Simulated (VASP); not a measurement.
# SiAs2Pt2: single point with r2SCAN

The system is SiAs2Pt2.

```
CELL_PARAMETERS angstrom
0.00000 4.51055 0.00000
4.51055 0.00000 0.00000
2.25528 2.25528 -4.63002
ATOMIC_POSITIONS crystal
Si 0.00000 0.00000 0.00000
Pt 0.75000 0.25000 0.50000
Pt 0.25000 0.75000 0.50000
As 0.36610 0.36610 0.26779
As 0.63390 0.63390 0.73221
```

```
Program                : VASP 6.6.1
Task                   : single point
Functional             : r2SCAN
Potentials or basis    : VASP PAW PBE potentials, release 64 (Si, Pt, As)
Cutoff                 : 520 eV
k mesh                 : 7 × 7 × 7
Occupations            : fermi-dirac, width 0.1 eV
Spin                   : no spin polarisation
Dipole correction      : no
Further INCAR settings : ALGO = Normal; EDIFF = 1e-07; NBANDS = 25
```

```yaml
Pressure: 0.1 GPa
Largest_force: 0.013 eV/Å
Band_gap_on_the_k_mesh: zero (band 17 reaches 8.64 eV, above the bottom of band 18 at 6.46 eV)
```

Forces in eV/Å, atoms in the order of the input:
```
Si   0.000  0.000  0.000
Pt   0.000  0.000  0.000
Pt   0.000  0.000  0.000
As   0.000  0.000  0.013
As   0.000  0.000 -0.013
```

Stress tensor (GPa, compression positive):
```
0.12 0.00 0.00
0.00 0.12 0.00
0.00 0.00 0.03
```

Levels at points of the mesh, in eV from the Fermi level:
```tsv
k point	band 15	band 16	band 17	band 18	band 19	band 20
(0.00, 0.00, 0.00)	-1.83	-1.75	0.75	0.75	1.11	1.24
```

Wall time 7 min on 1 thread of Intel(R) Xeon(R) Platinum 8375C CPU @ 2.90GHz (Ice Lake) (shared host), peak memory 0.3 GiB.

Caveat: the PAW data sets were made with another functional, which shifts forces and pressure a little; spin-orbit coupling is left out, which moves the levels of the heavy elements.
